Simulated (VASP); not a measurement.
# Si (P1) in VASP: single point with PBEsol

Aim: the single point of Si with PBEsol.

Everything below comes from runs of VASP 6.6.1. Logs are shortened: lines on timing, memory, paths and dates and some standing lists are left out, and cuts for length are marked.

### Step 1. The cell of the first run

The typed cell holds 16 atoms: a = 7.664 Å, b = 7.664 Å, c = 6.341 Å, α = 90.00°, β = 90.00°, γ = 120.00°.

### Step 2. Single point, PBEsol

Contents of INCAR:

```
SYSTEM = Si
ALGO = Normal ; EDIFF = 1E-6
ENCUT = 520 ; GGA = PS
ISIF = 2 ; ISMEAR = -1
LASPH = .TRUE. ; LCHARG = .FALSE.
LREAL = Auto ; LWAVE = .FALSE.
NBANDS = 46 ; NELM = 60
PREC = Accurate ; SIGMA = 0.052
```

Contents of KPOINTS:

```
k-points
0
G
  3 3 2
  0 0 0
```

Contents of POSCAR:

```
Si
1.0
    7.6642590827      0.0000000000      0.0000000000
   -3.8321295414      6.6374430668      0.0000000000
    0.0000000000      0.0000000000      6.3412168871
Si
16
Direct
    0.1773881122      0.3383477609      0.0072044532
    0.3110631959      0.1631946201      0.4961919859
    0.1366562068      0.3198218017      0.3723461982
    0.3378761244      0.1665043284      0.8758943431
    0.1724216500      0.8287087278      0.0052967751
    0.3200582412      0.6510850574      0.4908139960
    0.1744975727      0.8334513674      0.3699800909
    0.3341780565      0.6675114130      0.8588525037
    0.6964645241      0.3568322886      0.0018417601
    0.8176793763      0.1515589648      0.5139188673
    0.6660999480      0.3349199349      0.4060012527
    0.8473045621      0.1725512352      0.8806383853
    0.6662483539      0.8345117155     -0.0082078883
    0.8474202449      0.6823467945      0.4958822661
    0.6473781434      0.8124051605      0.3631566371
    0.8472654738      0.6862487488      0.8701881828
```

Potentials or basis: VASP PAW PBE potentials, release 64 (Si).

Launch:

```
$ cat potpaw_PBE.64/Si/POTCAR > POTCAR
$ mpirun -np 1 vasp_std > vasp.out
```

OUTCAR:

```text
SYSTEM = Si
   EDIFF = 1E-6
   ENCUT = 520
   GGA = PS
   ISIF = 2
   ISMEAR = -1
   LASPH = .TRUE.
   LREAL = Auto
   NELM = 60
   PREC = Accurate

 ion  position               nearest neighbor table
   1  0.177  0.338  0.007-   3 2.33  12 2.33   4 2.36   8 2.38
   2  0.311  0.163  0.496-   3 2.33   7 2.34   4 2.42  11 2.43
   3  0.137  0.320  0.372-  10 2.30   6 2.33   1 2.33   2 2.33
   4  0.338  0.167  0.876-   1 2.36   5 2.39   2 2.42   9 2.51
   5  0.172  0.829  0.005-   7 2.31  16 2.33   8 2.34   4 2.39
   6  0.320  0.651  0.491-   7 2.31  15 2.32   3 2.33   8 2.34
[... 8 lines left out ...]
  15  0.647  0.812  0.363-   6 2.32  13 2.36  14 2.36  10 2.45
  16  0.847  0.686  0.870-  13 2.32   5 2.33   9 2.34  14 2.37

  LATTYP: Found a hexagonal cell.
 ALAT       =     7.6642590827
 C/A-ratio  =     0.8273750690

  Lattice vectors:

 A1 = (   7.6642590827,   0.0000000000,   0.0000000000)
 A2 = (  -3.8321295414,   6.6374430668,   0.0000000000)
 A3 = (   0.0000000000,   0.0000000000,   6.3412168871)

Analysis of symmetry for initial positions (statically):
=====================================================================
 Subroutine PRICEL returns:
 Original cell was already a primitive cell.

 Routine SETGRP: Setting up the symmetry group for a
 hexagonal supercell.

 Subroutine GETGRP returns: Found  1 space group operations
 (whereof  1 operations were pure point group operations)
 out of a pool of 24 trial point group operations.

The static configuration has the point symmetry C_1 .

Analysis of symmetry for dynamics (positions and initial velocities):
=====================================================================
 Subroutine PRICEL returns:
 Original cell was already a primitive cell.

 Routine SETGRP: Setting up the symmetry group for a
 hexagonal supercell.

 Subroutine GETGRP returns: Found  1 space group operations
 (whereof  1 operations were pure point group operations)
 out of a pool of 24 trial point group operations.

The dynamic configuration has the point symmetry C_1 .

 Subroutine INISYM returns: Found  1 space group operations
 (whereof  1 operations are pure point group operations),
 and found     1 'primitive' translations

----------------------------------------------------------------------------------------

                                     Primitive cell

  volume of cell :     322.5846

  direct lattice vectors                    reciprocal lattice vectors
     7.664259083  0.000000000  0.000000000     0.130475756  0.075330213  0.000000000
    -3.832129541  6.637443067  0.000000000     0.000000000  0.150660426  0.000000000
     0.000000000  0.000000000  6.341216887     0.000000000  0.000000000  0.157698438

  length of vectors
     7.664259083  7.664259083  6.341216887     0.150660426  0.150660426  0.157698438

  position of ions in fractional coordinates (direct lattice)
     0.177388112  0.338347761  0.007204453
     0.311063196  0.163194620  0.496191986
     0.136656207  0.319821802  0.372346198
     0.337876124  0.166504328  0.875894343
     0.172421650  0.828708728  0.005296775
     0.320058241  0.651085057  0.490813996
[... 8 lines left out ...]
     0.647378143  0.812405160  0.363156637
     0.847265474  0.686248749  0.870188183

  ion indices of the primitive-cell ions
   primitive index   ion index
                 1           1
                 2           2
                 3           3
                 4           4
                 5           5
                 6           6
[... 8 lines left out ...]
                15          15
                16          16

----------------------------------------------------------------------------------------

 KPOINTS: k-points

Automatic generation of k-mesh.
 Grid dimensions read from file:
 generate k-points for:    3    3    2

 Generating k-lattice:

  Cartesian coordinates                     Fractional coordinates (reciprocal lattice)
     0.043491919  0.025110071  0.000000000     0.333333333 -0.000000000  0.000000000
     0.000000000  0.050220142  0.000000000     0.000000000  0.333333333  0.000000000
     0.000000000  0.000000000  0.078849219     0.000000000  0.000000000  0.500000000

  Length of vectors
     0.050220142  0.050220142  0.078849219

  Shift w.r.t. Gamma in fractional coordinates (k-lattice)
     0.000000000  0.000000000  0.000000000

 Subroutine IBZKPT returns following result:
 ===========================================

 Found     10 irreducible k-points:

 Following reciprocal coordinates:
            Coordinates               Weight
  0.000000  0.000000  0.000000      1.000000
  0.333333  0.000000  0.000000      2.000000
  0.000000  0.333333  0.000000      2.000000
 -0.333333  0.333333  0.000000      2.000000
  0.333333  0.333333  0.000000      2.000000
  0.000000  0.000000  0.500000      1.000000
  0.333333  0.000000  0.500000      2.000000
  0.000000  0.333333  0.500000      2.000000
 -0.333333  0.333333  0.500000      2.000000
  0.333333  0.333333  0.500000      2.000000
   k-points           NKPTS =     10   k-points in BZ     NKDIM =     10   number of bands    NBANDS=     46
   number of dos      NEDOS =    301   number of ions     NIONS =     16
   total plane-waves  NPLWV = 172800
   dimension x,y,z NGX =    60 NGY =   60 NGZ =   48
   dimension x,y,z NGXF=   120 NGYF=  120 NGZF=   96
   ions per type =              16
   NGX,Y,Z   is equivalent  to a cutoff of  13.01, 13.01, 12.58 a.u.
   NGXF,Y,Z  is equivalent  to a cutoff of  26.03, 26.03, 25.17 a.u.
 SYSTEM =  Si
   PREC   = accura    normal or accurate (medium, high low for compatibility)
   ISTART =      0    job   : 0-new  1-cont  2-samecut
   ICHARG =      2    charge: 1-file 2-atom 10-const
   ISPIN  =      1    spin polarized calculation?
   LNONCOLLINEAR =      F non collinear calculations
   LSORBIT =      F    spin-orbit coupling
   LASPH  =      T    aspherical Exc in radial PAW
   ENCUT  =  520.0 eV  38.22 Ry    6.18 a.u.  14.25 14.25 11.79*2*pi/ulx,y,z
   NELM   =     60;   NELMIN=  2; NELMDL= -5     # of ELM steps
   EDIFF  = 0.1E-05   stopping-criterion for ELM
   LREAL  =      T    real-space projection
   EDIFFG = 0.1E-04   stopping-criterion for IOM
   NSW    =      0    number of steps for IOM
   IBRION =     -1    ionic relax: 0-MD 1-quasi-New 2-CG
   NFREE  =      0    steps in history (QN), initial steepest desc. (CG)
   ISIF   =      2    stress and relaxation
   ISYM   =      2    0-nonsym 1-usesym 2-fastsym
   POTIM  = 0.5000    time-step for ionic-motion
   TEBEG  =    0.0;   TEEND  =   0.0 temperature during run
   PSTRESS=    0.0 pullay stress
   NELECT =      64.0000    total number of electrons
   NUPDOWN=      -1.0000    fix difference up-down
   EMIN   =  10.00;   EMAX   =-10.00  energy-range for DOS
   EFERMI =   0.00;   METHOD = LEGACY
   ISMEAR =    -1;   SIGMA  =   0.05  broadening in eV -4-tet -1-fermi 0-gaus
   EFERMI_NEDOS =   21; number of points for ismear=-14 and -15
   IALGO  =     38    algorithm
   IMIX   =      4    mixing-type and parameters
     AMIX     =   0.40;   BMIX     =  1.00
     AMIX_MAG =   1.60;   BMIX_MAG =  1.00
  volume/ion in A,a.u.               =      20.16       136.06
  Fermi-wavevector in a.u.,A,eV,Ry     =   0.954817  1.804343 12.404107  0.911676
  Thomas-Fermi vector in A             =   2.083599
   LORBIT       =      0    0 simple, 1 ext, 2 COOP (PROOUT), +10 PAW based schemes
   GGA     = PS    functional components
   LHFCALC =     F    Hartree Fock is set to
   AEXX    =    0.0000 exact exchange contribution
   IVDW    =     0    specifies the selected vdW correction
   LEPSILON=     F    determine dielectric tensor
   LRPA    =     F    only Hartree local field effects (RPA)
 non-spin polarized calculation
  energy-cutoff  :      520.00
  volume of cell :      322.58
 maximum number of plane-waves:      8753
 NGX is ok and might be reduce to    60
   NGX = 29   NGY = 29   NGZ = 23

 number of electron      64.0000000 magnetization

 Free energy of the ion-electron system (eV)
  ---------------------------------------------------
  ext. energy  EPLUGINS =         0.00000000
  ---------------------------------------------------
  free energy    TOTEN  =       -91.15769087 eV

  energy without entropy =      -91.15104550  energy(sigma->0) =      -91.15436819

 E-fermi :   6.0972     XC(G=0):  -9.5293

 val. band max:        6.0263270970   @ k =   0.0000   0.0000   0.0000
 cond. band min:       6.1741934825   @ k =   0.0000   0.0000   0.0000
 fundamental gap:      0.1478663855
 Fermi energy:         6.0972414158

 k-point     1 :       0.0000    0.0000    0.0000
  band No.  band energies     occupation
      1      -6.2714      2.00000
      2      -4.2053      2.00000
      3      -4.1014      2.00000
      4      -3.9434      2.00000
      5      -3.8869      2.00000
      6      -2.5666      2.00000
[... 36 lines left out ...]
     43       8.7110      0.00000
     44       8.7798      0.00000

 k-point     2 :       0.3333    0.0000    0.0000
  band No.  band energies     occupation
      1      -5.9603      2.00000
      2      -5.0197      2.00000
      3      -4.3114      2.00000
      4      -4.0138      2.00000
      5      -3.6352      2.00000
      6      -2.6819      2.00000
[... 36 lines left out ...]
     43       9.1926      0.00000
     44       9.2192      0.00000

 k-point     3 :       0.0000    0.3333    0.0000
  band No.  band energies     occupation
      1      -5.9592      2.00000
      2      -5.0374      2.00000
      3      -4.2059      2.00000
      4      -4.1075      2.00000
      5      -3.6289      2.00000
      6      -2.6869      2.00000
[... 318 lines left out ...]
     43       8.8305      0.00000
     44       8.9629      0.00000

 k-point    10 :       0.3333    0.3333    0.5000
  band No.  band energies     occupation
      1      -4.7893      2.00000
      2      -4.6305      2.00000
      3      -4.6042      2.00000
      4      -4.5780      2.00000
      5      -4.3865      2.00000
      6      -4.1883      2.00000
[... 36 lines left out ...]
     43       9.2241      0.00000
     44       9.2841      0.00000
 [bands above 44 left out]

------------------------ aborting loop because EDIFF is reached ----------------------------------------

  FORCE on cell =-STRESS in cart. coord.  units (eV):
  Direction    XX          YY          ZZ          XY          YZ          ZX
  --------------------------------------------------------------------------------------
  -------------------------------------------------------------------------------------
  Total        0.4071086     -1.7665068     -1.3899458     -0.6934085     -0.4447060     -0.4877668
  in kB        2.0219817     -8.7736904     -6.9034289     -3.4439448     -2.2087164     -2.4225860
  external PRESSURE =      -4.5517125 kB  Pullay stress =       0.0000000 kB

 VOLUME and BASIS-vectors are now :
 -----------------------------------------------------------------------------
  energy-cutoff  :      520.00
  volume of cell :      322.58
      direct lattice vectors                 reciprocal lattice vectors
     7.664259083  0.000000000  0.000000000     0.130475756  0.075330213  0.000000000
    -3.832129541  6.637443067  0.000000000     0.000000000  0.150660426  0.000000000
     0.000000000  0.000000000  6.341216887     0.000000000  0.000000000  0.157698438

 POSITION                                       TOTAL-FORCE (eV/Angst)
 -----------------------------------------------------------------------------------
      0.06296      2.24576      0.04569         0.157405     -0.091454     -0.587749
      1.75869      1.08319      3.14646         0.968353      0.404177      0.393607
     -0.17823      2.12280      2.36113         0.421229      0.137216     -0.008314
      1.95150      1.10516      5.55424         0.710743      0.295167      0.272279
     -1.85423      5.50051      0.03359        -0.107249      0.723219     -0.636855
     -0.04203      4.32154      3.11236         0.074186     -0.041271      0.268961
[... 8 lines left out ...]
      1.84843      5.39229      2.30285         0.455957      0.783544      0.300245
      3.86387      4.55494      5.51805         0.084162     -0.315042     -0.030252
 -----------------------------------------------------------------------------------
    total drift:                                0.005486     -0.006278     -0.006842

  FREE ENERGIE OF THE ION-ELECTRON SYSTEM (eV)
  ---------------------------------------------------
  free  energy   TOTEN  =       -91.1576908694 eV

  energy  without entropy=      -91.1510455042  energy(sigma->0) =      -91.15436819
```

Run time: 90 s. Hardware: 1 thread of Intel Xeon 6975P-C (Granite Rapids), shared host; peak memory 0.41 GiB.

Results:

```yaml
Free_energy: -91.1577 eV
Pressure: -0.5 GPa
Largest_force: 1.441 eV/Å
Band_gap_on_the_k_mesh: 0.15 eV, direct
```

Forces in eV/Å, atoms in the order of the input:
```
Si   0.157 -0.091 -0.588
Si   0.968  0.404  0.394
Si   0.421  0.137 -0.008
Si   0.711  0.295  0.272
Si  -0.107  0.723 -0.637
Si   0.074 -0.041  0.269
Si  -0.201  0.225  0.131
Si   0.194 -0.241  0.543
Si  -0.977 -0.930  0.507
Si  -0.436 -0.630 -0.494
Si  -0.543  0.179 -1.228
Si  -0.224  0.028  0.266
Si  -0.190  0.242  0.141
Si  -0.387 -0.768  0.162
Si   0.456  0.784  0.300
Si   0.084 -0.315 -0.030
```

Levels at points of the mesh, in eV from the valence-band top:
| k point | band 30 | band 31 | band 32 | band 33 | band 34 | band 35 |
| --- | --- | --- | --- | --- | --- | --- |
| (0.00, 0.00, 0.00) | -0.41 | -0.19 | 0.00 | 0.15 | 0.27 | 0.42 |
| (0.00, 0.00, 0.50) | -0.97 | -0.94 | -0.74 | 0.50 | 0.58 | 0.74 |

Caveat: the k points lie up to 0.50 Å⁻¹ apart; the PAW data sets were made with another functional, which shifts forces and pressure a little. A k mesh can miss the band edges.
